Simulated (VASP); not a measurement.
# H4C in VASP: further runs

H4C is run at these levels: PBE+D3(BJ); tasks: single point.

All numbers are computed with VASP 6.6.1; they aren't measurements. Logs are shortened: lines on timing, memory, paths and dates and some standing lists are left out, and cuts for length are marked.

## 1. The cell of the first run

The cell holds a disordered packing, 40 atoms: a = 7.958 Å, b = 7.958 Å, c = 7.958 Å, α = 90.00°, β = 90.00°, γ = 90.00°.

## 2. Single point, PBE+D3(BJ)

The input, INCAR:

```
PREC = Accurate
ENCUT = 520
EDIFF = 1E-6
ISMEAR = -1
SIGMA = 0.05
LREAL = Auto
LASPH = True
NELM = 80
ALGO = Normal
ISIF = 2
LWAVE = False
LCHARG = False
GGA = PE
IVDW = 12
NBANDS = 58
```

The input, KPOINTS:

```
regular mesh
0
Gamma
  1 1 1
```

The input, POSCAR:

```
H4C
1.0
    7.9581140000      0.0000000000      0.0000000000
    0.0000000000      7.9581140000      0.0000000000
    0.0000000000      0.0000000000      7.9581140000
C H
8 32
Direct
    0.3699368971      0.7189894490      0.7061472103
    0.9098261221      0.0886642237      0.7108091188
    0.6330268704      0.7534699805      0.1098250163
    0.4228891418      0.4316349326      0.3373161028
    0.2008013456      0.8922340142      0.1786604213
    0.8431771648      0.5398389618      0.7381899782
    0.4869495461      0.2297780605      0.8931136196
    0.7272326081      0.0933512639      0.3209303109
    0.3520180787      0.6036229187      0.7738642598
    0.4911339546      0.7405272154      0.6461329908
    0.3607764352      0.8209985431      0.8090861729
    0.2747258961      0.7349480040      0.6053318663
    0.9943185031      0.1104658717      0.8191388060
    0.8768409198     -0.0430755327      0.6975019458
    0.9575509976      0.1439914030      0.5915723248
    0.7940072233      0.1605028528      0.7475389269
    0.7508437301      0.7074666183      0.1675522618
    0.5420631069      0.7842813008      0.2058527938
    0.5941734436      0.6353264103      0.0340407287
    0.6653586516      0.8495731526      0.0164486209
    0.3767726876      0.3849530178      0.4576335549
    0.4628106609      0.3347149840      0.2525472744
    0.5426034359      0.5078715887      0.3556244608
    0.3260571537      0.4990629689      0.2699885928
    0.2164834532      0.7540228753      0.2026610828
    0.1577509445      0.9490062595      0.2997192551
    0.0904234345      0.8982027651      0.1066710027
    0.3039162294      0.9652035646      0.1171131753
    0.7061723418      0.5355540270      0.7157977380
    0.9006907918      0.4167444699      0.7542239279
    0.8769037488      0.6141656176      0.8537701269
    0.9300696120      0.6015998263      0.6442104247
    0.5282281706      0.3324405757      0.9823935671
    0.3767098586      0.1746770654      0.9331607966
    0.5872371268      0.1416541658      0.8932141460
    0.4920009942      0.2830067526      0.7655582717
    0.8054923566      0.2066570044      0.3269241933
    0.7963067631     -0.0188486870      0.3176129420
    0.6639135856      0.1061683710      0.1881475938
    0.6273973959      0.1056657394      0.4123087455
```

Potentials or basis: VASP PAW PBE potentials, release 64 (C, H).

Run with:

```
cat potpaw_PBE.64/C/POTCAR potpaw_PBE.64/H/POTCAR > POTCAR
mpirun -np 1 vasp_gam > vasp.out
```

OUTCAR:

```text
PREC = Accurate
   ENCUT = 520
   EDIFF = 1E-6
   ISMEAR = -1
   LREAL = Auto
   LASPH = True
   NELM = 80
   ISIF = 2
   GGA = PE
   IVDW = 12
 IVDW          = 12

 ion  position               nearest neighbor table
   1  0.370  0.719  0.706-   9 1.07  10 1.09  12 1.11  11 1.16
   2  0.910  0.089  0.711-  14 1.09  13 1.11  15 1.11  16 1.12
   3  0.633  0.753  0.110-  18 1.08  20 1.10  17 1.11  19 1.16
   4  0.423  0.432  0.337-  22 1.07  24 1.08  21 1.09  23 1.14
   5  0.201  0.892  0.179-  27 1.05  26 1.12  28 1.12  25 1.12
   6  0.843  0.540  0.738-  30 1.09  29 1.11  31 1.13  32 1.13
   7  0.487  0.230  0.893-  34 1.03  35 1.06  36 1.10  33 1.13
   8  0.727  0.093  0.321-  38 1.05  40 1.08  37 1.10  39 1.18
   9  0.352  0.604  0.774-   1 1.07
  10  0.491  0.741  0.646-   1 1.09
  11  0.361  0.821  0.809-   1 1.16
  12  0.275  0.735  0.605-   1 1.11
  13  0.994  0.110  0.819-   2 1.11
  14  0.877  0.957  0.698-   2 1.09
[... 24 lines left out ...]
  39  0.664  0.106  0.188-   8 1.18
  40  0.627  0.106  0.412-   8 1.08

  LATTYP: Found a simple cubic cell.
 ALAT       =     7.9581140000

  Lattice vectors:

 A1 = (   7.9581140000,   0.0000000000,   0.0000000000)
 A2 = (   0.0000000000,   7.9581140000,   0.0000000000)
 A3 = (   0.0000000000,   0.0000000000,   7.9581140000)

Analysis of symmetry for initial positions (statically):
=====================================================================
 Subroutine PRICEL returns:
 Original cell was already a primitive cell.

 Routine SETGRP: Setting up the symmetry group for a
 simple cubic supercell.

 Subroutine GETGRP returns: Found  1 space group operations
 (whereof  1 operations were pure point group operations)
 out of a pool of 48 trial point group operations.

The static configuration has the point symmetry C_1 .

Analysis of symmetry for dynamics (positions and initial velocities):
=====================================================================
 Subroutine PRICEL returns:
 Original cell was already a primitive cell.

 Routine SETGRP: Setting up the symmetry group for a
 simple cubic supercell.

 Subroutine GETGRP returns: Found  1 space group operations
 (whereof  1 operations were pure point group operations)
 out of a pool of 48 trial point group operations.

The dynamic configuration has the point symmetry C_1 .

 Subroutine INISYM returns: Found  1 space group operations
 (whereof  1 operations are pure point group operations),
 and found     1 'primitive' translations

----------------------------------------------------------------------------------------

                                     Primitive cell

  volume of cell :     503.9999

  direct lattice vectors                    reciprocal lattice vectors
     7.958114000  0.000000000  0.000000000     0.125657913  0.000000000  0.000000000
     0.000000000  7.958114000  0.000000000     0.000000000  0.125657913  0.000000000
     0.000000000  0.000000000  7.958114000     0.000000000  0.000000000  0.125657913

  length of vectors
     7.958114000  7.958114000  7.958114000     0.125657913  0.125657913  0.125657913

  position of ions in fractional coordinates (direct lattice)
     0.369936897  0.718989449  0.706147210
     0.909826122  0.088664224  0.710809119
     0.633026870  0.753469981  0.109825016
     0.422889142  0.431634933  0.337316103
     0.200801346  0.892234014  0.178660421
     0.843177165  0.539838962  0.738189978
[... 32 lines left out ...]
     0.663913586  0.106168371  0.188147594
     0.627397396  0.105665739  0.412308745

  ion indices of the primitive-cell ions
   primitive index   ion index
                 1           1
                 2           2
                 3           3
                 4           4
                 5           5
                 6           6
[... 32 lines left out ...]
                39          39
                40          40

----------------------------------------------------------------------------------------

 KPOINTS: regular mesh

Automatic generation of k-mesh.
 Grid dimensions read from file:
 generate k-points for:    1    1    1

 Generating k-lattice:

  Cartesian coordinates                     Fractional coordinates (reciprocal lattice)
     0.125657913  0.000000000  0.000000000     1.000000000  0.000000000  0.000000000
     0.000000000  0.125657913  0.000000000     0.000000000  1.000000000  0.000000000
     0.000000000  0.000000000  0.125657913     0.000000000  0.000000000  1.000000000

  Length of vectors
     0.125657913  0.125657913  0.125657913

  Shift w.r.t. Gamma in fractional coordinates (k-lattice)
     0.000000000  0.000000000  0.000000000

 Subroutine IBZKPT returns following result:
 ===========================================

 Found      1 irreducible k-points:

 Following reciprocal coordinates:
            Coordinates               Weight
  0.000000  0.000000  0.000000      1.000000
   k-points           NKPTS =      1   k-points in BZ     NKDIM =      1   number of bands    NBANDS=     58
   number of dos      NEDOS =    301   number of ions     NIONS =     40
   total plane-waves  NPLWV = 216000
   dimension x,y,z NGX =    60 NGY =   60 NGZ =   60
   dimension x,y,z NGXF=   120 NGYF=  120 NGZF=  120
   ions per type =               8  32
   NGX,Y,Z   is equivalent  to a cutoff of  12.53, 12.53, 12.53 a.u.
   NGXF,Y,Z  is equivalent  to a cutoff of  25.07, 25.07, 25.07 a.u.
 SYSTEM =  unknown system
   PREC   = accura    normal or accurate (medium, high low for compatibility)
   ISTART =      0    job   : 0-new  1-cont  2-samecut
   ICHARG =      2    charge: 1-file 2-atom 10-const
   ISPIN  =      1    spin polarized calculation?
   LNONCOLLINEAR =      F non collinear calculations
   LSORBIT =      F    spin-orbit coupling
   LASPH  =      T    aspherical Exc in radial PAW
   ENCUT  =  520.0 eV  38.22 Ry    6.18 a.u.  14.80 14.80 14.80*2*pi/ulx,y,z
   NELM   =     80;   NELMIN=  2; NELMDL= -5     # of ELM steps
   EDIFF  = 0.1E-05   stopping-criterion for ELM
   LREAL  =      T    real-space projection
   EDIFFG = 0.1E-04   stopping-criterion for IOM
   NSW    =      0    number of steps for IOM
   IBRION =     -1    ionic relax: 0-MD 1-quasi-New 2-CG
   NFREE  =      0    steps in history (QN), initial steepest desc. (CG)
   ISIF   =      2    stress and relaxation
   ISYM   =      2    0-nonsym 1-usesym 2-fastsym
   POTIM  = 0.5000    time-step for ionic-motion
   TEBEG  =    0.0;   TEEND  =   0.0 temperature during run
   PSTRESS=    0.0 pullay stress
   NELECT =      64.0000    total number of electrons
   NUPDOWN=      -1.0000    fix difference up-down
   EMIN   =  10.00;   EMAX   =-10.00  energy-range for DOS
   EFERMI =   0.00;   METHOD = LEGACY
   ISMEAR =    -1;   SIGMA  =   0.05  broadening in eV -4-tet -1-fermi 0-gaus
   EFERMI_NEDOS =   21; number of points for ismear=-14 and -15
   IALGO  =     38    algorithm
   IMIX   =      4    mixing-type and parameters
     AMIX     =   0.40;   BMIX     =  1.00
     AMIX_MAG =   1.60;   BMIX_MAG =  1.00
  volume/ion in A,a.u.               =      12.60        85.03
  Fermi-wavevector in a.u.,A,eV,Ry     =   0.822858  1.554975  9.212431  0.677095
  Thomas-Fermi vector in A             =   1.934266
   LORBIT       =      0    0 simple, 1 ext, 2 COOP (PROOUT), +10 PAW based schemes
   GGA     = PE    functional components
   LHFCALC =     F    Hartree Fock is set to
   AEXX    =    0.0000 exact exchange contribution
   IVDW    =    12    specifies the selected vdW correction
   LEPSILON=     F    determine dielectric tensor
   LRPA    =     F    only Hartree local field effects (RPA)
 non-spin polarized calculation
  energy-cutoff  :      520.00
  volume of cell :      504.00
 maximum number of plane-waves:      6759
 NGX is ok and might be reduce to    60
   NGX = 29   NGY = 29   NGZ = 29

 number of electron      63.9999993 magnetization

 Free energy of the ion-electron system (eV)
  ---------------------------------------------------
  ext. energy  EPLUGINS =         0.00000000
  ---------------------------------------------------
  free energy    TOTEN  =      -190.97293507 eV

  energy without entropy =     -190.97293507  energy(sigma->0) =     -190.97293507

 E-fermi :  -5.0818     XC(G=0):  -5.5144

 val. band max:       -6.3081860164   @ k =   0.0000   0.0000   0.0000
 cond. band min:       0.4902584108   @ k =   0.0000   0.0000   0.0000
 fundamental gap:      6.7984444273
 Fermi energy:        -5.0817503665

 k-point     1 :       0.0000    0.0000    0.0000
  band No.  band energies     occupation
      1     -15.3503      2.00000
      2     -15.1005      2.00000
      3     -14.9795      2.00000
      4     -14.9426      2.00000
      5     -14.8713      2.00000
      6     -14.7994      2.00000
[... 36 lines left out ...]
     43       3.6651      0.00000
     44       3.9251      0.00000
 [bands above 44 left out]

------------------------ aborting loop because EDIFF is reached ----------------------------------------

 Edisp (eV)   -1.05728

 E8    (eV) :    -0.2195

  FORCE on cell =-STRESS in cart. coord.  units (eV):
  Direction    XX          YY          ZZ          XY          YZ          ZX
  --------------------------------------------------------------------------------------
  -------------------------------------------------------------------------------------
  Total       0.42523     0.29352    -5.37974    -3.64760    -1.74526     0.61632
  in kB       1.35176     0.93307   -17.10178   -11.59546    -5.54806     1.95922
  external pressure =       -4.94 kB  Pullay stress =        0.00 kB

 VOLUME and BASIS-vectors are now :
 -----------------------------------------------------------------------------
  energy-cutoff  :      520.00
  volume of cell :      504.00
      direct lattice vectors                 reciprocal lattice vectors
     7.958114000  0.000000000  0.000000000     0.125657913  0.000000000  0.000000000
     0.000000000  7.958114000  0.000000000     0.000000000  0.125657913  0.000000000
     0.000000000  0.000000000  7.958114000     0.000000000  0.000000000  0.125657913

 POSITION                                       TOTAL-FORCE (eV/Angst)
 -----------------------------------------------------------------------------------
      2.94400      5.72180      5.61960        -0.474327      2.221515      0.634347
      7.24050      0.70560      5.65670        -0.624599      1.184102      0.438827
      5.03770      5.99620      0.87400         0.739768     -2.406470     -1.392054
      3.36540      3.43500      2.68440         1.435453      0.768253      0.243621
      1.59800      7.10050      1.42180         0.320914     -0.239707      1.440341
      6.71010      4.29610      5.87460         1.688629      1.029893      0.503760
[... 32 lines left out ...]
      5.28350      0.84490      1.49730         0.696295     -0.279330      1.736019
      4.99290      0.84090      3.28120        -0.142326     -0.371272      0.440819
 -----------------------------------------------------------------------------------
    total drift:                                0.017866      0.001753     -0.008873

  FREE ENERGIE OF THE ION-ELECTRON SYSTEM (eV)
  ---------------------------------------------------
  free  energy   TOTEN  =      -192.0302117678 eV

  energy  without entropy=     -192.0302117677  energy(sigma->0) =     -192.03021177
```

Wall time 51 s (1 thread of AMD EPYC 7R13 (Zen 3), shared host); peak memory 0.47 GiB.

What came out:

```yaml
Free_energy: -192.0302 eV
Pressure: -0.5 GPa
Largest_force: 3.883 eV/Å
Band_gap_on_the_k_mesh: 6.80 eV
Dispersion_energy_per_atom: -0.026 eV
```

Forces on the atoms (eV/Å):
```
C   -0.474  2.222  0.634
C   -0.625  1.184  0.439
C    0.740 -2.406 -1.392
C    1.435  0.768  0.244
C    0.321 -0.240  1.440
C    1.689  1.030  0.504
C    2.445  2.576 -0.194
C   -1.557  2.225 -2.776
H    0.250 -0.850 -0.047
H    0.334 -0.507  0.090
H   -0.227 -0.845 -1.304
H    0.071  0.031  0.595
H    0.178 -0.277 -0.481
H    0.118 -0.221 -0.075
H   -0.017 -0.355  0.595
H    0.527 -0.511 -0.492
H   -0.119  0.388  0.138
H   -0.238  0.284 -0.025
H   -0.044  1.397  0.847
H   -0.274  0.192  0.322
H   -0.002 -0.143  0.004
H    0.033 -0.969 -0.161
H   -1.281 -0.275  0.030
H   -0.260  0.587  0.023
H    0.638  0.891 -0.250
H    0.674 -0.053 -0.342
H   -1.324  0.245 -1.385
H   -0.421 -0.777  0.546
H    0.622  0.159 -0.222
H   -0.348 -0.290  0.130
H   -0.649 -0.511 -0.405
H   -1.259 -0.274 -0.007
H   -0.481 -0.663 -0.598
H   -2.166 -0.825  0.393
H    0.739 -1.029  0.218
H   -0.661 -0.043  0.124
H    0.263 -0.169  0.246
H    0.796 -1.295  0.417
H    0.696 -0.279  1.736
H   -0.142 -0.371  0.441
```

Stress tensor (GPa, compression positive):
```
 0.14 -1.16  0.20
-1.16  0.09 -0.55
 0.20 -0.55 -1.71
```

Caveat: the k points lie up to 0.79 Å⁻¹ apart.

(Continued in part 2 of 2.)
